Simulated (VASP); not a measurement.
# Sn3C (P6_3/mmc) in VASP: further runs

Runs on Sn3C. Level: PBE. Tasks: single point, relaxation of cell and atoms.

Everything below comes from runs of VASP 6.6.1. Logs are shortened: lines on timing, memory, paths and dates and some standing lists are left out, and cuts for length are marked.

## 1. The cell of the first run

The structure is hexagonal, space group P6_3/mmc (No. 194). The conventional cell has a = 8.298 Å, b = 8.298 Å, c = 3.261 Å, α = 90.00°, β = 90.00°, γ = 120.00°. Within 3.4 Å of Sn (site symmetry mm2) lie 2 C at 2.45 Å and 8 Sn at 3.16 to 3.39 Å. C (site symmetry -6m2) has 6 Sn at 2.45 Å and 2 C at 3.26 Å within 3.3 Å.

The cell was generated, and may not be a known phase.

## 2. Single point, PBE

Contents of INCAR:

```
SYSTEM = Sn3C
PREC = Accurate
ENCUT = 520
EDIFF = 1E-6
ISMEAR = 0
SIGMA = 0.1
LREAL = .FALSE.
LASPH = .TRUE.
NELM = 100
ALGO = Normal
ISIF = 2
LWAVE = .FALSE.
LCHARG = .FALSE.
GGA = PE
NBANDS = 56
```

Contents of KPOINTS:

```
Automatic mesh
0
G
  3 3 6
  0 0 0
```

Contents of POSCAR:

```
Sn3C
1.0
    8.2982142043      0.0000000026      0.0000000000
   -4.1491071044      7.1864643057      0.0000000000
    0.0000000000      0.0000000000      3.2607757572
Sn C
6 2
Direct
    0.2064674723      0.4129349446      0.2500000000
    0.5870650554      0.7935325277      0.2500000000
    0.2064674723      0.7935325277      0.2500000000
    0.7935325277      0.5870650554      0.7500000000
    0.4129349446      0.2064674723      0.7500000000
    0.7935325277      0.2064674723      0.7500000000
    0.3333333333      0.6666666667      0.7500000000
    0.6666666667      0.3333333333      0.2500000000
```

Potentials or basis: VASP PAW PBE potentials, release 64 (Sn_d, C).

Launch:

```sh
cat potpaw_PBE.64/Sn_d/POTCAR potpaw_PBE.64/C/POTCAR > POTCAR
mpirun -np 1 vasp_std > vasp.out
```

OUTCAR:

```text
SYSTEM = Sn3C
   PREC = Accurate
   ENCUT = 520
   EDIFF = 1E-6
   ISMEAR = 0
   LREAL = .FALSE.
   LASPH = .TRUE.
   NELM = 100
   ISIF = 2
   GGA = PE

 ion  position               nearest neighbor table
   1  0.206  0.413  0.250-   7 2.45   7 2.45   3 3.16   2 3.16   5 3.39   5 3.39   6 3.39   6 3.39

   2  0.587  0.794  0.250-   7 2.45   7 2.45   3 3.16   1 3.16   4 3.39   4 3.39   6 3.39   6 3.39

   3  0.206  0.794  0.250-   7 2.45   7 2.45   2 3.16   1 3.16   4 3.39   4 3.39   5 3.39   5 3.39

   4  0.794  0.587  0.750-   8 2.45   8 2.45   6 3.16   5 3.16   2 3.39   2 3.39   3 3.39   3 3.39

   5  0.413  0.206  0.750-   8 2.45   8 2.45   6 3.16   4 3.16   1 3.39   1 3.39   3 3.39   3 3.39

   6  0.794  0.206  0.750-   8 2.45   8 2.45   5 3.16   4 3.16   1 3.39   1 3.39   2 3.39   2 3.39

   7  0.333  0.667  0.750-   3 2.45   3 2.45   2 2.45   2 2.45   1 2.45   1 2.45
   8  0.667  0.333  0.250-   6 2.45   6 2.45   5 2.45   5 2.45   4 2.45   4 2.45

  LATTYP: Found a hexagonal cell.
 ALAT       =     8.2982142043
 C/A-ratio  =     0.3929490945

  Lattice vectors:

 A1 = (   8.2982142043,   0.0000000026,   0.0000000000)
 A2 = (  -4.1491071044,   7.1864643057,   0.0000000000)
 A3 = (   0.0000000000,   0.0000000000,   3.2607757572)

Analysis of symmetry for initial positions (statically):
=====================================================================
 Subroutine PRICEL returns:
 Original cell was already a primitive cell.

 Routine SETGRP: Setting up the symmetry group for a
 hexagonal supercell.

 Subroutine GETGRP returns: Found 24 space group operations
 (whereof 12 operations were pure point group operations)
 out of a pool of 24 trial point group operations.

The static configuration has the point symmetry D_3d.
 The point group associated with its full space group is D_6h.

Analysis of symmetry for dynamics (positions and initial velocities):
=====================================================================
 Subroutine PRICEL returns:
 Original cell was already a primitive cell.

 Routine SETGRP: Setting up the symmetry group for a
 hexagonal supercell.

 Subroutine GETGRP returns: Found 24 space group operations
 (whereof 12 operations were pure point group operations)
 out of a pool of 24 trial point group operations.

The dynamic configuration has the point symmetry D_3d.
 The point group associated with its full space group is D_6h.

 Subroutine INISYM returns: Found 24 space group operations
 (whereof 12 operations are pure point group operations),
 and found     1 'primitive' translations

----------------------------------------------------------------------------------------

                                     Primitive cell

  volume of cell :     194.4558

  direct lattice vectors                    reciprocal lattice vectors
     8.298214204  0.000000003  0.000000000     0.120507856  0.069575243  0.000000000
    -4.149107104  7.186464306  0.000000000    -0.000000000  0.139150486  0.000000000
     0.000000000  0.000000000  3.260775757     0.000000000  0.000000000  0.306675489

  length of vectors
     8.298214204  8.298214204  3.260775757     0.139150486  0.139150486  0.306675489

  position of ions in fractional coordinates (direct lattice)
     0.206467472  0.412934945  0.250000000
     0.587065055  0.793532528  0.250000000
     0.206467472  0.793532528  0.250000000
     0.793532528  0.587065055  0.750000000
     0.412934945  0.206467472  0.750000000
     0.793532528  0.206467472  0.750000000
     0.333333333  0.666666667  0.750000000
     0.666666667  0.333333333  0.250000000

  ion indices of the primitive-cell ions
   primitive index   ion index
                 1           1
                 2           2
                 3           3
                 4           4
                 5           5
                 6           6
                 7           7
                 8           8

----------------------------------------------------------------------------------------

 KPOINTS: Automatic mesh

Automatic generation of k-mesh.
 Grid dimensions read from file:
 generate k-points for:    3    3    6

 Generating k-lattice:

  Cartesian coordinates                     Fractional coordinates (reciprocal lattice)
     0.040169285  0.023191748  0.000000000     0.333333333  0.000000000  0.000000000
    -0.000000000  0.046383495  0.000000000    -0.000000000  0.333333333  0.000000000
     0.000000000  0.000000000  0.051112582     0.000000000  0.000000000  0.166666667

  Length of vectors
     0.046383495  0.046383495  0.051112582

  Shift w.r.t. Gamma in fractional coordinates (k-lattice)
     0.000000000  0.000000000  0.000000000

 Subroutine IBZKPT returns following result:
 ===========================================

 Found     12 irreducible k-points:

 Following reciprocal coordinates:
            Coordinates               Weight
  0.000000  0.000000  0.000000      1.000000
  0.333333  0.000000  0.000000      6.000000
  0.333333  0.333333  0.000000      2.000000
  0.000000  0.000000  0.166667      2.000000
  0.333333  0.000000  0.166667     12.000000
  0.333333  0.333333  0.166667      4.000000
  0.000000  0.000000  0.333333      2.000000
  0.333333  0.000000  0.333333     12.000000
  0.333333  0.333333  0.333333      4.000000
  0.000000  0.000000  0.500000      1.000000
  0.333333  0.000000  0.500000      6.000000
  0.333333  0.333333  0.500000      2.000000
   k-points           NKPTS =     12   k-points in BZ     NKDIM =     12   number of bands    NBANDS=     56
   number of dos      NEDOS =    301   number of ions     NIONS =      8
   total plane-waves  NPLWV =  98304
   dimension x,y,z NGX =    64 NGY =   64 NGZ =   24
   dimension x,y,z NGXF=   128 NGYF=  128 NGZF=   48
   ions per type =               6   2
   NGX,Y,Z   is equivalent  to a cutoff of  12.82, 12.82, 12.24 a.u.
   NGXF,Y,Z  is equivalent  to a cutoff of  25.64, 25.64, 24.47 a.u.
 SYSTEM =  Sn3C
   PREC   = accura    normal or accurate (medium, high low for compatibility)
   ISTART =      0    job   : 0-new  1-cont  2-samecut
   ICHARG =      2    charge: 1-file 2-atom 10-const
   ISPIN  =      1    spin polarized calculation?
   LNONCOLLINEAR =      F non collinear calculations
   LSORBIT =      F    spin-orbit coupling
   LASPH  =      T    aspherical Exc in radial PAW
   ENCUT  =  520.0 eV  38.22 Ry    6.18 a.u.  15.43 15.43  6.06*2*pi/ulx,y,z
   NELM   =    100;   NELMIN=  2; NELMDL= -5     # of ELM steps
   EDIFF  = 0.1E-05   stopping-criterion for ELM
   LREAL  =      F    real-space projection
   EDIFFG = 0.1E-04   stopping-criterion for IOM
   NSW    =      0    number of steps for IOM
   IBRION =     -1    ionic relax: 0-MD 1-quasi-New 2-CG
   NFREE  =      0    steps in history (QN), initial steepest desc. (CG)
   ISIF   =      2    stress and relaxation
   ISYM   =      2    0-nonsym 1-usesym 2-fastsym
   POTIM  = 0.5000    time-step for ionic-motion
   TEBEG  =    0.0;   TEEND  =   0.0 temperature during run
   PSTRESS=    0.0 pullay stress
   NELECT =      92.0000    total number of electrons
   NUPDOWN=      -1.0000    fix difference up-down
   EMIN   =  10.00;   EMAX   =-10.00  energy-range for DOS
   EFERMI =   0.00;   METHOD = LEGACY
   ISMEAR =     0;   SIGMA  =   0.10  broadening in eV -4-tet -1-fermi 0-gaus
   EFERMI_NEDOS =   21; number of points for ismear=-14 and -15
   IALGO  =     38    algorithm
   IMIX   =      4    mixing-type and parameters
     AMIX     =   0.40;   BMIX     =  1.00
     AMIX_MAG =   1.60;   BMIX_MAG =  1.00
  volume/ion in A,a.u.               =      24.31       164.03
  Fermi-wavevector in a.u.,A,eV,Ry     =   1.275647  2.410623 22.140422  1.627275
  Thomas-Fermi vector in A             =   2.408347
   LORBIT       =      0    0 simple, 1 ext, 2 COOP (PROOUT), +10 PAW based schemes
   GGA     = PE    functional components
   LHFCALC =     F    Hartree Fock is set to
   AEXX    =    0.0000 exact exchange contribution
   IVDW    =     0    specifies the selected vdW correction
   LEPSILON=     F    determine dielectric tensor
   LRPA    =     F    only Hartree local field effects (RPA)
 non-spin polarized calculation
 Gauss-broadening in eV      SIGMA  =   0.10
  energy-cutoff  :      520.00
  volume of cell :      194.46
 maximum number of plane-waves:      5280
 NGX is ok and might be reduce to    64
   NGX = 31   NGY = 31   NGZ = 13

 number of electron      91.9999995 magnetization

 Free energy of the ion-electron system (eV)
  ---------------------------------------------------
  ext. energy  EPLUGINS =         0.00000000
  ---------------------------------------------------
  free energy    TOTEN  =       -35.19345289 eV

  energy without entropy =      -35.17737487  energy(sigma->0) =      -35.18541388

 E-fermi :   6.8179     XC(G=0):  -9.8413

 val. band max:        6.7561657320   @ k =   0.3333   0.3333   0.1667
 cond. band min:       6.8394799553   @ k =   0.3333   0.0000   0.5000
 fundamental gap:      0.0833142233
 Fermi energy:         6.8178713587

 k-point     1 :       0.0000    0.0000    0.0000
  band No.  band energies     occupation
      1     -14.7307      2.00000
      2     -14.6997      2.00000
      3     -14.6944      2.00000
      4     -14.6944      2.00000
      5     -14.6757      2.00000
      6     -14.6652      2.00000
[... 48 lines left out ...]
     55      12.5013      0.00000
     56      12.5013      0.00000

 k-point     2 :       0.3333    0.0000    0.0000
  band No.  band energies     occupation
      1     -14.7237      2.00000
      2     -14.7047      2.00000
      3     -14.6904      2.00000
      4     -14.6898      2.00000
      5     -14.6760      2.00000
      6     -14.6717      2.00000
[... 48 lines left out ...]
     55      12.2997      0.00000
     56      12.6888      0.00000
[... 529 lines left out ...]
     55      10.4048      0.00000
     56      10.4048      0.00000

 k-point    12 :       0.3333    0.3333    0.5000
  band No.  band energies     occupation
      1     -14.6966      2.00000
      2     -14.6966      2.00000
      3     -14.6642      2.00000
      4     -14.6642      2.00000
      5     -14.6638      2.00000
      6     -14.6638      2.00000
[... 48 lines left out ...]
     55      11.1263      0.00000
     56      11.1263      0.00000

------------------------ aborting loop because EDIFF is reached ----------------------------------------

  FORCE on cell =-STRESS in cart. coord.  units (eV):
  Direction    XX          YY          ZZ          XY          YZ          ZX
  --------------------------------------------------------------------------------------
  -------------------------------------------------------------------------------------
  Total       -0.0246942     -0.0246942     -0.1714005     -0.0000000      0.0000000      0.0000000
  in kB       -0.2034625     -0.2034625     -1.4122184     -0.0000000      0.0000000      0.0000000
  external PRESSURE =      -0.6063812 kB  Pullay stress =       0.0000000 kB

 VOLUME and BASIS-vectors are now :
 -----------------------------------------------------------------------------
  energy-cutoff  :      520.00
  volume of cell :      194.46
      direct lattice vectors                 reciprocal lattice vectors
     8.298214204  0.000000003  0.000000000     0.120507856  0.069575243  0.000000000
    -4.149107104  7.186464306  0.000000000    -0.000000000  0.139150486  0.000000000
     0.000000000  0.000000000  3.260775757     0.000000000  0.000000000  0.306675489

 POSITION                                       TOTAL-FORCE (eV/Angst)
 -----------------------------------------------------------------------------------
     -0.00000      2.96754      0.81519         0.000000     -0.034111      0.000000
      1.57914      5.70269      0.81519         0.029541      0.017056     -0.000000
     -1.57914      5.70269      0.81519        -0.029541      0.017056      0.000000
      4.14911      4.21892      2.44558        -0.000000      0.034111     -0.000000
      2.56997      1.48377      2.44558        -0.029541     -0.017056      0.000000
      5.72825      1.48377      2.44558         0.029541     -0.017056     -0.000000
     -0.00000      4.79098      2.44558        -0.000000      0.000000      0.000000
      4.14911      2.39549      0.81519         0.000000     -0.000000      0.000000
 -----------------------------------------------------------------------------------
    total drift:                               -0.000000      0.000000      0.000000

  FREE ENERGIE OF THE ION-ELECTRON SYSTEM (eV)
  ---------------------------------------------------
  free  energy   TOTEN  =       -35.1934528863 eV

  energy  without entropy=      -35.1773748678  energy(sigma->0) =      -35.18541388
```

Wall time 1.8 min (1 thread of Intel Xeon Platinum 8488C (Sapphire Rapids), shared host); peak memory 0.34 GiB.

What came out:

* Free energy: -35.1935 eV
* Pressure: -0.1 GPa
* Largest force: 0.034 eV/Å
* Band gap on the k mesh: zero (bands 46 and 47 overlap by 2.07 eV)

Forces in eV/Å, atoms in the order of the input:
```
Sn   0.000 -0.034  0.000
Sn   0.030  0.017  0.000
Sn  -0.030  0.017  0.000
Sn   0.000  0.034  0.000
Sn  -0.030 -0.017  0.000
Sn   0.030 -0.017  0.000
C    0.000  0.000  0.000
C    0.000  0.000  0.000
```

Caveat: spin-orbit coupling is left out, which moves the levels of the heavy elements.

## 3. Single point, PBE

This run uses another cell than the first one, of 31.44 Å³/atom.

Contents of INCAR:

```
ALGO = Normal ; EDIFF = 1E-6
ENCUT = 520 ; GGA = PE
ISIF = 2 ; ISMEAR = 0
LASPH = True ; LCHARG = False
LREAL = False ; LWAVE = False
NBANDS = 56 ; NELM = 60
PREC = Accurate ; SIGMA = 0.1
```

Contents of KPOINTS:

```
k-points
0
Gamma
  3 3 6
```

Contents of POSCAR:

```
Sn3C
1.0
    9.3213205300      0.0000000000      0.0000000000
   -4.6606602700      8.0725003800      0.0000000000
    0.0000000000      0.0000000000      3.3424117400
Sn C
6 2
Direct
    0.2134685400      0.4269370700      0.2500000000
    0.5730629300      0.7865314600      0.2500000000
    0.2134685400      0.7865314600      0.2500000000
    0.7865314600      0.5730629300      0.7500000000
    0.4269370700      0.2134685400      0.7500000000
    0.7865314600      0.2134685400      0.7500000000
    0.3333333300      0.6666666700      0.7500000000
    0.6666666700      0.3333333300      0.2500000000
```

Potentials or basis: VASP PAW PBE potentials, release 64 (Sn_d, C).

Launch:

```sh
cat potpaw_PBE.64/Sn_d/POTCAR potpaw_PBE.64/C/POTCAR > POTCAR
mpirun -np 1 vasp_std > vasp.out
```

It took 3.2 min on 1 thread of Intel Xeon Platinum 8488C (Sapphire Rapids), shared host; peak memory 0.43 GiB.

The run converged. Its results:

| Quantity | Value |
| --- | --- |
| Free energy | -34.1524 eV |
| Pressure | -6.0 GPa |
| Largest force | 0.851 eV/Å |
| Band gap on the k mesh | zero (bands 46 and 47 overlap by 1.40 eV) |

Forces on the atoms (eV/Å):
```
Sn   0.000  0.851  0.000
Sn  -0.737 -0.425  0.000
Sn   0.737 -0.425  0.000
Sn   0.000 -0.851  0.000
Sn   0.737  0.425  0.000
Sn  -0.737  0.425  0.000
C    0.000  0.000  0.000
C    0.000  0.000  0.000
```

Stress tensor (GPa, compression positive):
```
-6.19  0.00  0.00
 0.00 -6.19  0.00
 0.00  0.00 -5.51
```

Levels at points of the mesh, in eV from the Fermi level:
| k point | band 44 | band 45 | band 46 | band 47 | band 48 | band 49 |
| --- | --- | --- | --- | --- | --- | --- |
| (0.00, 0.00, 0.00) | -0.72 | -0.69 | -0.55 | -0.46 | 0.15 | 2.52 |
| (0.00, 0.00, 0.50) | -2.31 | 0.37 | 0.37 | 0.37 | 0.37 | 0.57 |

Caveat: the cell stands under tension; spin-orbit coupling is left out, which moves the levels of the heavy elements.

## 4. Relaxation of cell and atoms, PBE

This run uses another cell than the first one, of 31.44 Å³/atom.

Contents of INCAR:

```
ALGO     = Normal         # electronic algorithm
EDIFF    = 1E-7           # SCF threshold, eV
EDIFFG   = -0.04          # ionic threshold
ENCUT    = 600            # plane-wave cutoff, eV
GGA      = PE             # functional
IBRION   = 2              # ionic algorithm
ISIF     = 3              # what is computed and relaxed
ISMEAR   = 0              # smearing method
LASPH    = T              # aspherical terms in the spheres
LCHARG   = F              # write CHGCAR
LREAL    = F              # projectors in reciprocal space
LWAVE    = F              # write WAVECAR
NELM     = 100            # most SCF steps
NSW      = 90             # ionic steps
PREC     = Accurate       # precision mode
SIGMA    = 0.1            # smearing width, eV
```

KPOINTS is that of step 3.

POSCAR is that of step 3.

Launch:

```sh
cat potpaw_PBE.64/Sn_d/POTCAR potpaw_PBE.64/C/POTCAR > POTCAR
mpirun -np 1 vasp_std > vasp.out
```

It took 34 min on 1 thread of Intel Xeon Platinum 8488C (Sapphire Rapids), shared host; peak memory 0.53 GiB.

It converged, with:

```yaml
Free_energy: -35.2041 eV
Relaxed_volume: 24.24 Å³/atom
Relaxed_cell: a = 8.289 Å, b = 8.289 Å, c = 3.259 Å, α = 90.00°, β = 90.00°, γ = 120.00°
Space_group_after_relaxing_to_0.1_Å: P6_3/mmc (No. 194)
Energy_gained_by_relaxing: 131.4 meV/atom
Ionic_steps: 12
Pressure_after_relaxing: 0.0 GPa
Largest_force_after_relaxing: 0.024 eV/Å
Band_gap_on_the_k_mesh: zero (bands 46 and 47 overlap by 2.07 eV)
```

Forces in eV/Å, atoms in the order of the input:
```
Sn   0.000 -0.024  0.000
Sn   0.021  0.012  0.000
Sn  -0.021  0.012  0.000
Sn   0.000  0.024  0.000
Sn  -0.021 -0.012  0.000
Sn   0.021 -0.012  0.000
C    0.000  0.000  0.000
C    0.000  0.000  0.000
```

Step by step:
| step | energy change (eV) | largest force (eV/Å) | pressure (GPa) | volume (Å³) |
| --- | --- | --- | --- | --- |
| 1 | 0.0000 | 0.8513 | -5.94 | 251.50 |
| 2 | -0.7419 | 0.6900 | 1.80 | 211.42 |
| 3 | -0.7944 | 0.3002 | -0.26 | 218.58 |
| 4 | -0.8539 | 0.3673 | -0.40 | 215.75 |
| 5 | -0.8934 | 0.5144 | -0.46 | 210.09 |
| 6 | -0.9235 | 0.4559 | -0.48 | 208.18 |
| 7 | -0.9956 | 0.2940 | -0.51 | 202.49 |
| 8 | -1.0408 | 0.0418 | -0.05 | 191.37 |
| 9 | -1.0455 | 0.0522 | -0.24 | 194.25 |
| 10 | -1.0457 | 0.0364 | -0.21 | 193.77 |
| 11 | -1.0508 | 0.0271 | -0.04 | 193.90 |
| 12 | -1.0512 | 0.0239 | 0.03 | 193.95 |

Final structure:
```yaml
crystal:
  lattice:
    - [8.28898, 0.00000, 0.00000]
    - [-4.14449, 7.17846, 0.00000]
    - [0.00000, 0.00000, 3.25949]
  atoms:
    - { symbol: Sn, position: [0.20630, 0.41260, 0.25000] }
    - { symbol: Sn, position: [0.58740, 0.79370, 0.25000] }
    - { symbol: Sn, position: [0.20630, 0.79370, 0.25000] }
    - { symbol: Sn, position: [0.79370, 0.58740, 0.75000] }
    - { symbol: Sn, position: [0.41260, 0.20630, 0.75000] }
    - { symbol: Sn, position: [0.79370, 0.20630, 0.75000] }
    - { symbol: C, position: [0.33333, 0.66667, 0.75000] }
    - { symbol: C, position: [0.66667, 0.33333, 0.25000] }
```

Levels at points of the mesh, in eV from the Fermi level:
| k point | band 43 | band 44 | band 45 | band 46 | band 47 | band 48 | band 49 | band 50 |
| --- | --- | --- | --- | --- | --- | --- | --- | --- |
| (0.00, 0.00, 0.00) | -0.97 | -0.92 | -0.92 | -0.63 | -0.63 | -0.20 | 3.40 | 3.56 |
| (0.00, 0.00, 0.50) | -3.01 | -3.01 | 0.23 | 0.23 | 0.23 | 0.23 | 1.84 | 1.84 |

Caveat: the volume moved by over 15 % at a fixed basis, so the end points are rough; spin-orbit coupling is left out, which moves the levels of the heavy elements.

(Part 1 of 2 ends here.)

The gap in the log of VASP goes by the Fermi energy; the results here count the filled bands.